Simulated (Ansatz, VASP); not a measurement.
# One calculation of Al, two programs

INCAR

```
  PREC = Accurate
  ENCUT = 520
  EDIFF = 1E-7
  ISMEAR = 0
  SIGMA = 0.15
  LREAL = F
  LASPH = T
  NELM = 60
  ALGO = Fast
  ISIF = 2
  LWAVE = F
  LCHARG = F
  GGA = PS
  NBANDS = 8
```

KPOINTS

```
Automatic mesh
0
Gamma
  20 20 20
```

The input POSCAR:

```
Al
1.0
    0.0000000000      2.1251790000      1.9733805000
    2.1251790000      0.0000000000      1.9733805000
    2.1251790000      2.1251790000      0.0000000000
Al
1
Direct
    0.0000000000      0.0000000000      0.0000000000
```

Input for Ansatz:

```yaml
crystal:
  lattice:
    - [0.0, 2.125179, 1.9733805]
    - [2.125179, 0.0, 1.9733805]
    - [2.125179, 2.125179, 0.0]
  atoms:
    - { symbol: Al, position: [0.0, 0.0, 0.0] }
basis:
  ecutwfc: 420
kpoints:
  mp_grid: { grid: [20, 20, 20] }
hamiltonian:
  xc: pbesol
scf:
  occupations: { method: gaussian, width: 0.15 }
output:
  forces: true
  stress: true
  eigenvalues: true
```

Change from the starting cell: strain +0.050 along x and y, -0.025 along z, atoms carried along.

Alike in both runs: task single point; functional PBEsol; k mesh 20 × 20 × 20; occupations gaussian, width 0.15 eV; no spin polarisation.

```csv
,VASP,Ansatz
version,VASP 6.6.1,Ansatz 0.2.0
potentials or method,"VASP PAW PBE potentials, release 64 (Al), cutoff 520 eV","scalar-relativistic, plane waves, PAW"
valence electrons in the cell,3,3
```

VASP gave:

| Quantity | Value |
| --- | --- |
| gap on the k mesh at the Fermi level (eV) | none |
| pressure (GPa) | -6.1 |
| traceless stress, the component that is largest in VASP (GPa) | 1.48 |

Estimate Ansatz's values.

gap on the k mesh at the Fermi level (eV): none; pressure (GPa): -6.1; traceless stress, the component that is largest in VASP (GPa): 1.47.

VASP's potentials were made for PBE, not for PBEsol. A gap of «none» marks a metal or a gap that the smearing closes. With one functional, cell and mesh, what is left measures potentials, basis and numerics.
